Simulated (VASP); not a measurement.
Here is a VASP 6.6.1 calculation.

POSCAR

```
MnO
1.0
    1.5575302910     -0.8992405295      4.9080852641
    0.0000000000      1.7984810689      4.9080852623
   -1.5575302910     -0.8992405295      4.9080852641
Mn O
2 2
Direct
    0.5000000000      0.5000000000     -0.5000000000
    1.0000000000      1.0000000000      0.0000000000
    0.2500000000      0.2500000000      0.2500000000
    0.7500000000      0.7500000000      0.7500000000
```

Contents of INCAR.step1:

```
ALGO = Normal
EDIFF = 1E-4
ENCUT = 520
GGA = PE
ISMEAR = 0
ISPIN = 2
LASPH = True
LCHARG = False
LMAXMIX = 4
LREAL = False
LWAVE = True
MAGMOM = 4.57 -4.57 0 0
NBANDS = 31
NELM = 150
PREC = Accurate
SIGMA = 0.05
```

Contents of INCAR.step2:

```
ALGO = Normal
EDIFF = 1E-6
ENCUT = 520
ISIF = 2
ISMEAR = 0
ISPIN = 2
ISTART = 1
LASPH = True
LCHARG = False
LMAXMIX = 4
LMIXTAU = True
LORBIT = 11
LREAL = False
LWAVE = False
MAGMOM = 4.57 -4.57 0 0
METAGGA = R2SCAN
NBANDS = 31
NELM = 150
PREC = Accurate
SIGMA = 0.05
```

File KPOINTS:

```
k-points
0
Gamma
  8 8 8
```

Potentials or basis: VASP PAW PBE potentials, release 64 (Mn_pv, O).

Run with:

```console
$ cat potpaw_PBE.64/Mn_pv/POTCAR potpaw_PBE.64/O/POTCAR > POTCAR
$ cp INCAR.step1 INCAR
$ mpirun -np 1 vasp_std > vasp.out
$ cp INCAR.step2 INCAR
$ mpirun -np 1 vasp_std > vasp.out
```

Task: Estimate the site moments.

Result: Mn +4.42, -4.42; O +0.00 μB.

Task: Predict the net moment.

Result: 0.00 μB per cell.

Task: Predict the pressure.

Result: 7.6 GPa.

Task: Estimate the band gap on the k mesh.

Result: 1.84 eV.

Stress tensor (GPa, compression positive):
```
7.66 0.00 0.00
0.00 7.66 0.00
0.00 0.00 7.47
```

Caveat: the cell stands under pressure; the PAW data sets were made with another functional, which shifts forces and pressure a little. A k mesh can miss the band edges.
